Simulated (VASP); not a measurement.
# ZnO (Fm-3m) in VASP: a series of runs, part 2 of 2

VASP 6.6.1.

## (3) Single point, LDA

Contents of INCAR:

```
PREC = Accurate
ENCUT = 520
EDIFF = 1E-6
ISMEAR = 0
SIGMA = 0.05
LREAL = False
LASPH = True
NELM = 100
ALGO = Normal
ISIF = 2
LWAVE = False
LCHARG = False
NBANDS = 16
```

Contents of KPOINTS:

```
Automatic mesh
0
Gamma
  12 12 12
```

Contents of POSCAR:

```
ZnO
1.0
    0.0000000000      2.1694420000      2.1694420000
    2.1694420000      0.0000000000      2.1694420000
    2.1694420000      2.1694420000      0.0000000000
Zn O
1 1
Direct
    0.0000000000      0.0000000000      0.0000000000
    0.5000000000      0.5000000000      0.5000000000
```

Potentials or basis: VASP PAW LDA potentials, release 64 (Zn, O).

Launch:

```console
$ cat potpaw_LDA.64/Zn/POTCAR potpaw_LDA.64/O/POTCAR > POTCAR
$ mpirun -np 1 vasp_std > vasp.out
```

OUTCAR:

```text
PREC = Accurate
   ENCUT = 520
   EDIFF = 1E-6
   ISMEAR = 0
   LREAL = False
   LASPH = True
   NELM = 100
   ISIF = 2

 ion  position               nearest neighbor table
   1  0.000  0.000  0.000-   2 2.17   2 2.17   2 2.17   2 2.17   2 2.17   2 2.17
   2  0.500  0.500  0.500-   1 2.17   1 2.17   1 2.17   1 2.17   1 2.17   1 2.17

  LATTYP: Found a face centered cubic cell.
 ALAT       =     4.3388840000

  Lattice vectors:

 A1 = (   0.0000000000,   2.1694420000,   2.1694420000)
 A2 = (   2.1694420000,   0.0000000000,   2.1694420000)
 A3 = (   2.1694420000,   2.1694420000,   0.0000000000)

Analysis of symmetry for initial positions (statically):
=====================================================================
 Subroutine PRICEL returns:
 Original cell was already a primitive cell.

 Routine SETGRP: Setting up the symmetry group for a
 face centered cubic supercell.

 Subroutine GETGRP returns: Found 48 space group operations
 (whereof 48 operations were pure point group operations)
 out of a pool of 48 trial point group operations.

The static configuration has the point symmetry O_h .

Analysis of symmetry for dynamics (positions and initial velocities):
[... 158 lines left out ...]

 E-fermi :   2.2567     XC(G=0): -12.5623

 val. band max:        2.0343294072   @ k =   0.5000   0.0000   0.0000
 cond. band min:       2.7186163626   @ k =   0.0000   0.0000   0.0000
 fundamental gap:      0.6842869554
 Fermi energy:         2.2567440588

 k-point     1 :       0.0000    0.0000    0.0000
  band No.  band energies     occupation
      1     -15.9281      2.00000
      2      -2.8623      2.00000
      3      -2.8623      2.00000
      4      -2.8623      2.00000
      5      -2.6640      2.00000
      6      -2.6640      2.00000
[... 433 lines left out ...]
      3      -3.5872      2.00000
      4      -3.5865      2.00000
      5      -2.4841      2.00000
      6      -2.4771      2.00000
[... 8 lines left out ...]
     15      24.3921      0.00000
     16      25.1686      0.00000

 [... further k-points ...]

------------------------ aborting loop because EDIFF is reached ----------------------------------------

  FORCE on cell =-STRESS in cart. coord.  units (eV):
  Direction    XX          YY          ZZ          XY          YZ          ZX
  --------------------------------------------------------------------------------------
  -------------------------------------------------------------------------------------
  Total       -1.7753057     -1.7753057     -1.7753057      0.0000000      0.0000000     -0.0000000
  in kB     -139.2866846   -139.2866846   -139.2866846      0.0000000      0.0000000     -0.0000000
  external PRESSURE =    -139.2866846 kB  Pullay stress =       0.0000000 kB

 VOLUME and BASIS-vectors are now :
 -----------------------------------------------------------------------------
  energy-cutoff  :      520.00
  volume of cell :       20.42
      direct lattice vectors                 reciprocal lattice vectors
     0.000000000  2.169442000  2.169442000    -0.230474011  0.230474011  0.230474011
     2.169442000  0.000000000  2.169442000     0.230474011 -0.230474011  0.230474011
     2.169442000  2.169442000  0.000000000     0.230474011  0.230474011 -0.230474011

 POSITION                                       TOTAL-FORCE (eV/Angst)
 -----------------------------------------------------------------------------------
      0.00000      0.00000      0.00000         0.000000      0.000000      0.000000
      2.16944      2.16944      2.16944        -0.000000     -0.000000     -0.000000
 -----------------------------------------------------------------------------------
    total drift:                                0.000000     -0.000000     -0.000000

  FREE ENERGIE OF THE ION-ELECTRON SYSTEM (eV)
  ---------------------------------------------------
  free  energy   TOTEN  =       -10.2905176679 eV

  energy  without entropy=      -10.2905176679  energy(sigma->0) =      -10.29051767
```

Wall time 43 s (1 thread of AMD EPYC 7R13, shared host); peak memory 0.11 GiB.

What came out:

* Free energy: -10.2905 eV
* Pressure: -13.9 GPa
* Band gap on the k mesh: 0.68 eV, indirect (least direct gap 1.90 eV)
